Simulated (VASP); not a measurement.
Here is a VASP 6.6.1 calculation.

Contents of INCAR:

```
SYSTEM = AlN
PREC     = Accurate       ! precision mode
ENCUT    = 520            ! plane-wave cutoff, eV
EDIFF    = 1E-6           ! SCF threshold, eV
ISMEAR   = 0              ! smearing method
SIGMA    = 0.05           ! smearing width, eV
LREAL    = .False.        ! projectors in reciprocal space
LASPH    = .True.         ! aspherical terms in the spheres
NELM     = 60             ! most SCF steps
ALGO     = Normal         ! electronic algorithm
ISIF     = 2              ! what is computed and relaxed
LWAVE    = .False.        ! write WAVECAR
LCHARG   = .False.        ! write CHGCAR
GGA      = PE             ! functional
NBANDS   = 11             ! bands
```

The input KPOINTS:

```
regular mesh
0
Gamma
  10 10 10
  0 0 0
```

File POSCAR:

```
AlN
1.0
    0.0000000000      2.1462274258      2.1462274258
    2.1462274258      0.0000000000      2.1462274258
    2.1462274258      2.1462274258      0.0000000000
Al N
1 1
Direct
   -0.0068627833      0.0068627833      0.0068627833
    0.7632197081      0.7367802919      0.7367802919
```

Potentials or basis: VASP PAW PBE potentials, release 64 (Al, N).

Command:

```console
$ cat potpaw_PBE.64/Al/POTCAR potpaw_PBE.64/N/POTCAR > POTCAR
$ mpirun -np 1 vasp_std > vasp.out
```

Task: Estimate the pressure.

Result: 17.9 GPa.

Task: Predict the band gap on the k mesh.

Result: 3.11 eV, indirect (least direct gap 4.43 eV).

Task: Estimate the largest force.

Result: 1.458 eV/Å.

Forces on the atoms (eV/Å):
```
Al  -1.458  0.000  0.000
N    1.458  0.000  0.000
```

Caveat: forces of over 1 eV/Å act on the atoms, so gaps and moduli don't describe the material at rest. PBE gaps usually lie below the measured ones, often by a third to a half.
